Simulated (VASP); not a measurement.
Mn: single point with PBEsol

The system is Mn.

```
CELL_PARAMETERS angstrom
3.85705 0.00000 0.00000
-1.92852 3.34030 0.00000
0.00000 0.00000 2.42100
ATOMIC_POSITIONS crystal
Mn 0.00000 0.00000 0.00000
Mn 0.33333 0.66667 0.50000
Mn 0.66667 0.33333 0.50000
```

This isn't the form of Mn at room conditions, which is a 58-atom cubic cell.

| Item | Value |
| --- | --- |
| Program | VASP 6.6.1 |
| Task | single point |
| Functional | PBEsol |
| Potentials or basis | VASP PAW PBE potentials, release 64 (Mn_pv) |
| Cutoff | 520 eV |
| k mesh | 9 × 9 × 13 |
| Occupations | fermi-dirac, width 0.1 eV |
| Spin | no spin polarisation |
| Dipole correction | no |
| Further INCAR settings | ALGO = Normal; EDIFF = 1e-06; NBANDS = 26 |

The pressure is 0.2 GPa. The band gap on the k mesh is zero (an odd number of electrons rules out a gap without spin polarisation).

Stress tensor (GPa, compression positive):
```
0.25 0.00 0.00
0.00 0.25 0.00
0.00 0.00 0.10
```

Levels at points of the mesh, in eV from the Fermi level:
```csv
k point,band 17,band 18,band 19,band 20,band 21,band 22,band 23,band 24
"(0.00, 0.00, 0.00)",-1.18,-0.58,-0.58,-0.12,-0.12,-0.01,-0.01,2.04
```

Wall time 2.1 min on 1 thread of Intel Xeon 8259CL, on a shared host, peak memory 0.18 GiB.

Caveat: the PAW data sets were made with another functional, which shifts forces and pressure a little; the run has no spin polarisation, though such a crystal can be magnetic. Spin polarisation is off, so any magnetic state and its effect on volume and gap are missing.
